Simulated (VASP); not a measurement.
# La (Im-3m) in VASP: notebook, part 2 of 2

VASP 6.6.1.

### Step 6. Relaxation of cell and atoms, PBE, target pressure 0.16 GPa, at which the enthalpy is minimised

This run uses another cell than the first one, of 37.59 Å³/atom, 0.994 times its volume.

Contents of INCAR:

```
SYSTEM = La
  PREC = Accurate
  ENCUT = 600
  EDIFF = 1E-7
  ISMEAR = -1
  SIGMA = 0.08
  LREAL = .False.
  LASPH = .True.
  NELM = 100
  ALGO = Normal
  ISIF = 3
  LWAVE = .False.
  LCHARG = .False.
  GGA = PE
  IBRION = 2
  NSW = 32
  EDIFFG = -0.005
  PSTRESS = 1.6
```

Contents of KPOINTS:

```
regular mesh
0
Gamma
  13 13 13
  0 0 0
```

Contents of POSCAR:

```
La
1.0
   -2.1102491946      2.1102491946      2.1102491946
    2.1102491946     -2.1102491946      2.1102491946
    2.1102491946      2.1102491946     -2.1102491946
La
1
Direct
    0.0000000000      0.0000000000      0.0000000000
```

Potentials or basis: VASP PAW PBE potentials, release 64 (La).

Started as:

```console
$ cat potpaw_PBE.64/La/POTCAR > POTCAR
$ mpirun -np 1 vasp_std > vasp.out
```

OUTCAR:

```text
SYSTEM = La
   PREC = Accurate
   ENCUT = 600
   EDIFF = 1E-7
   ISMEAR = -1
   LREAL = .False.
   LASPH = .True.
   NELM = 100
   ISIF = 3
   GGA = PE
   IBRION = 2
   NSW = 32
   EDIFFG = -0.005
   PSTRESS = 1.6

 ion  position               nearest neighbor table
   1  0.000  0.000  0.000-

  LATTYP: Found a body centered cubic cell.
 ALAT       =     4.2204983892

  Lattice vectors:

 A1 = (  -2.1102491946,   2.1102491946,   2.1102491946)
 A2 = (   2.1102491946,  -2.1102491946,   2.1102491946)
 A3 = (   2.1102491946,   2.1102491946,  -2.1102491946)

Analysis of symmetry for initial positions (statically):
=====================================================================
 Subroutine PRICEL returns:
 Original cell was already a primitive cell.

 Routine SETGRP: Setting up the symmetry group for a
 body centered cubic supercell.

 Subroutine GETGRP returns: Found 48 space group operations
 (whereof 48 operations were pure point group operations)
 out of a pool of 48 trial point group operations.

The static configuration has the point symmetry O_h .

Analysis of symmetry for dynamics (positions and initial velocities):
=====================================================================
 Subroutine PRICEL returns:
 Original cell was already a primitive cell.

 Routine SETGRP: Setting up the symmetry group for a
 body centered cubic supercell.

 Subroutine GETGRP returns: Found 48 space group operations
 (whereof 48 operations were pure point group operations)
 out of a pool of 48 trial point group operations.

The dynamic configuration has the point symmetry O_h .

 Subroutine INISYM returns: Found 48 space group operations
 (whereof 48 operations are pure point group operations),
 and found     1 'primitive' translations

----------------------------------------------------------------------------------------

                                     Primitive cell

  volume of cell :      37.5890

  direct lattice vectors                    reciprocal lattice vectors
    -2.110249195  2.110249195  2.110249195     0.000000000  0.236938842  0.236938842
     2.110249195 -2.110249195  2.110249195     0.236938842  0.000000000  0.236938842
     2.110249195  2.110249195 -2.110249195     0.236938842  0.236938842  0.000000000

  length of vectors
     3.655058822  3.655058822  3.655058822     0.335082123  0.335082123  0.335082123

  position of ions in fractional coordinates (direct lattice)
     0.000000000  0.000000000  0.000000000

  ion indices of the primitive-cell ions
   primitive index   ion index
                 1           1

----------------------------------------------------------------------------------------

 KPOINTS: regular mesh

Automatic generation of k-mesh.
[... 99 lines left out ...]
  energy-cutoff  :      600.00
  volume of cell :       37.59
 maximum number of plane-waves:      1270
 NGX is ok and might be reduce to    30
   NGX = 15   NGY = 15   NGZ = 15

--------------------------------------- Ionic step        1  -------------------------------------------

 number of electron      10.9999999 magnetization

 Free energy of the ion-electron system (eV)
  ---------------------------------------------------
  ext. energy  EPLUGINS =         0.00000000
  ---------------------------------------------------
  free energy    TOTEN  =        -4.78991619 eV

  energy without entropy =       -4.73228548  energy(sigma->0) =       -4.76110084

------------------------ aborting loop because EDIFF is reached ----------------------------------------

  FORCE on cell =-STRESS in cart. coord.  units (eV):
  Direction    XX          YY          ZZ          XY          YZ          ZX
  --------------------------------------------------------------------------------------
  -------------------------------------------------------------------------------------
  Total        0.0473169      0.0473169      0.0473169     -0.0000000      0.0000000      0.0000000
  in kB        2.0168138      2.0168138      2.0168138     -0.0000000      0.0000000      0.0000000
  external PRESSURE =       0.4168138 kB  Pullay stress =       1.6000000 kB

 VOLUME and BASIS-vectors are now :
 -----------------------------------------------------------------------------
  energy-cutoff  :      600.00
  volume of cell :       37.59
      direct lattice vectors                 reciprocal lattice vectors
    -2.110249195  2.110249195  2.110249195     0.000000000  0.236938842  0.236938842
     2.110249195 -2.110249195  2.110249195     0.236938842  0.000000000  0.236938842
     2.110249195  2.110249195 -2.110249195     0.236938842  0.236938842  0.000000000

 POSITION                                       TOTAL-FORCE (eV/Angst)
 -----------------------------------------------------------------------------------
      0.00000      0.00000      0.00000        -0.000000      0.000000     -0.000000
 -----------------------------------------------------------------------------------
    total drift:                               -0.000000     -0.000000      0.000000

  FREE ENERGIE OF THE ION-ELECTRON SYSTEM (eV)
  ---------------------------------------------------
  free  energy   TOTEN  =        -4.7899161944 eV

  energy  without entropy=       -4.7322854820  energy(sigma->0) =       -4.76110084

  enthalpy is  TOTEN    =        -4.7523782384 eV   P V=        0.0375379560

--------------------------------------- Ionic step        2  -------------------------------------------

 number of electron      10.9999999 magnetization

 Free energy of the ion-electron system (eV)
  ---------------------------------------------------
  ext. energy  EPLUGINS =         0.00000000
  ---------------------------------------------------
  free energy    TOTEN  =        -4.78997796 eV

  energy without entropy =       -4.73228416  energy(sigma->0) =       -4.76113106

 E-fermi :   7.7393     XC(G=0):  -9.5067

 val. band max:        7.7323931208   @ k =   0.3077   0.2308  -0.0000
 cond. band min:       7.7637142723   @ k =  -0.3846   0.4615   0.1538
 fundamental gap:      0.0313211515
 Fermi energy:         7.7393456536

 k-point     1 :       0.0000    0.0000    0.0000
  band No.  band energies     occupation
      1     -25.1712      2.00000
      2      -8.1817      2.00000
      3      -8.1817      2.00000
      4      -8.1817      2.00000
      5       4.5474      2.00000
      6       9.2095      0.00000
      7       9.2100      0.00000
      8       9.2124      0.00000
      9       9.2355      0.00000
[... 265 lines left out ...]
 k-point    24 :       0.2308    0.0769    0.0769
  band No.  band energies     occupation
      1     -25.0286      2.00000
      2      -9.1374      2.00000
      3      -8.4741      2.00000
      4      -8.2642      2.00000
      5       6.4615      2.00000
      6       7.7960      0.66027
      7       8.2242      0.00466
      8       9.3527      0.00000
      9       9.5835      0.00000

 [... further k-points ...]

------------------------ aborting loop because EDIFF is reached ----------------------------------------

  FORCE on cell =-STRESS in cart. coord.  units (eV):
  Direction    XX          YY          ZZ          XY          YZ          ZX
  --------------------------------------------------------------------------------------
  -------------------------------------------------------------------------------------
  Total        0.0393805      0.0393805      0.0393805      0.0000000     -0.0000000      0.0000000
  in kB        1.6761621      1.6761621      1.6761621      0.0000000     -0.0000000      0.0000000
  external PRESSURE =       0.0761621 kB  Pullay stress =       1.6000000 kB

 VOLUME and BASIS-vectors are now :
 -----------------------------------------------------------------------------
  energy-cutoff  :      600.00
  volume of cell :       37.64
      direct lattice vectors                 reciprocal lattice vectors
    -2.111244732  2.111244732  2.111244732     0.000000000  0.236827115  0.236827115
     2.111244732 -2.111244732  2.111244732     0.236827115  0.000000000  0.236827115
     2.111244732  2.111244732 -2.111244732     0.236827115  0.236827115  0.000000000

 POSITION                                       TOTAL-FORCE (eV/Angst)
 -----------------------------------------------------------------------------------
      2.11124      2.11124      2.11124         0.000000     -0.000000     -0.000000
 -----------------------------------------------------------------------------------
    total drift:                                0.000000      0.000000     -0.000000

  FREE ENERGIE OF THE ION-ELECTRON SYSTEM (eV)
  ---------------------------------------------------
  free  energy   TOTEN  =        -4.7899779629 eV

  energy  without entropy=       -4.7322841605  energy(sigma->0) =       -4.76113106

  enthalpy is  TOTEN    =        -4.7523868548 eV   P V=        0.0375911082

 reached required accuracy - stopping structural energy minimisation
```

OSZICAR:

```text
N       E                     dE             d eps       ncg     rms          rms(c)
DAV:   1     0.104975879620E+03    0.10498E+03   -0.42122E+03  1512   0.174E+03
DAV:   2     0.202653603848E+01   -0.10295E+03   -0.10206E+03  2320   0.208E+02
DAV:   3    -0.438301401584E+01   -0.64096E+01   -0.62580E+01  2161   0.837E+01
DAV:   4    -0.477826131944E+01   -0.39525E+00   -0.39121E+00  2736   0.200E+01
[... 19 lines left out ...]
DAV:   3    -0.478997981158E+01    0.19588E-04   -0.11733E-04  2992   0.110E-01    0.621E-03
DAV:   4    -0.478997950084E+01    0.31074E-06   -0.17083E-06  2827   0.140E-02    0.498E-03
DAV:   5    -0.478997820889E+01    0.12919E-05   -0.17489E-06  2683   0.168E-02    0.913E-04
DAV:   6    -0.478997804370E+01    0.16519E-06   -0.72634E-08  2680   0.313E-03    0.312E-04
DAV:   7    -0.478997796295E+01    0.80753E-07   -0.50281E-09  1073   0.115E-03
   2 F= -.47523869E+01 E0= -.47235400E+01  d E =-.861641E-05
```

Wall time 52 s (1 thread of AMD EPYC 9R45 (Zen 5), shared host); peak memory 0.19 GiB.

Results:

```yaml
Free_energy: -4.7900 eV
Relaxed_volume: 37.64 Å³/atom
Relaxed_cell: a = 3.657 Å, b = 3.657 Å, c = 3.657 Å, α = 109.47°, β = 109.47°, γ = 109.47°
Space_group_after_relaxing_to_0.05_Å: Im-3m (No. 229)
Energy_change_on_relaxing_the_enthalpy_is_what_falls: -0.1 meV/atom
Ionic_steps: 2
Pressure_after_relaxing: 0.2 GPa
```

Final structure:
```
La
1.0
    -2.11124    2.11124    2.11124
     2.11124   -2.11124    2.11124
     2.11124    2.11124   -2.11124
La
1
Direct
  0.00000 0.00000 0.00000
```

Levels at points of the mesh, in eV from the Fermi level:
| k point | band 2 | band 3 | band 4 | band 5 | band 6 | band 7 | band 8 | band 9 |
| --- | --- | --- | --- | --- | --- | --- | --- | --- |
| (0.00, 0.00, 0.00) | -15.92 | -15.92 | -15.92 | -3.19 | 1.47 | 1.47 | 1.47 | 1.50 |

Caveat: the cell is relaxed towards a set pressure, so the enthalpy falls and the energy may rise; spin-orbit coupling is left out, which moves the levels of the heavy elements.

### Step 7. Overview

```csv
task,cell,cutoff (eV),gap on the mesh (eV),pressure (GPa)
single point,"a = 3.662 Å, angles 109.5°, 1 atom",520,none,0.0
single point,"a = 3.655 Å, angles 109.5°, 1 atom",520,none,0.3
relaxation of cell and atoms,"relaxed from a = 3.647 Å, angles 109.5°, 1 atom",600,none,0.0
relaxation of cell and atoms,"relaxed to 0.16 GPa from a = 3.655 Å, angles 109.5°, 1 atom",600,none,0.2
```

Alike in all rows: level PBE; potentials or basis VASP PAW PBE potentials, release 64 (La); no spin polarisation; k mesh 13 × 13 × 13; smearing fermi-dirac 0.08 eV.

Caveats: spin-orbit coupling is left out, which moves the levels of the heavy elements; the cell is relaxed towards a set pressure, so the enthalpy falls and the energy may rise (some runs).

Absolute energies hang on the potentials; compare differences alone.
